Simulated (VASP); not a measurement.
Here is a VASP 6.6.1 calculation.

INCAR

```
SYSTEM = W
PREC = Accurate ; ENCUT = 520
EDIFF = 1E-6 ; ISMEAR = -1
SIGMA = 0.1 ; LREAL = .False.
LASPH = .True. ; NELM = 100
ALGO = Normal ; ISIF = 2
LWAVE = .False. ; LCHARG = .False.
LDIPOL = .True. ; IDIPOL = 3
DIPOL = 0.5 0.5 0.500 ; GGA = CA
NBANDS = 43
```

KPOINTS

```
regular mesh
0
Gamma
  12 12 1
  0 0 0
```

POSCAR

```
W
1.0
    3.1348743764      0.0000000000      0.0000000000
    0.0000000000      3.1348743764      0.0000000000
    0.0000000000      0.0000000000     22.2697000000
W
5
Direct
    0.0000000000      0.0000000000      0.3592314053
    0.5000000000      0.5000000000      0.4296157024
    0.0000000000      0.0000000000      0.5000000000
    0.5000000000      0.5000000000      0.5703842976
    0.0000000000      0.0000000000      0.6407685947
```

Potentials or basis: VASP PAW LDA potentials, release 64 (W_sv).

Command:

```sh
$ cat potpaw_LDA.64/W_sv/POTCAR > POTCAR
$ mpirun -np 1 vasp_std > vasp.out
```

Question: What does it give for the band gap on the k mesh?

Answer: Zero (bands 35 and 36 overlap by 2.20 eV).

Question: Predict the largest force.

Answer: 1.656 eV/Å.

Forces on the atoms (eV/Å):
```
W    0.000  0.000  1.656
W    0.000  0.000 -1.589
W    0.000  0.000  0.000
W    0.000  0.000  1.589
W    0.000  0.000 -1.656
```

Caveat: spin-orbit coupling is left out, which moves the levels of the heavy elements.
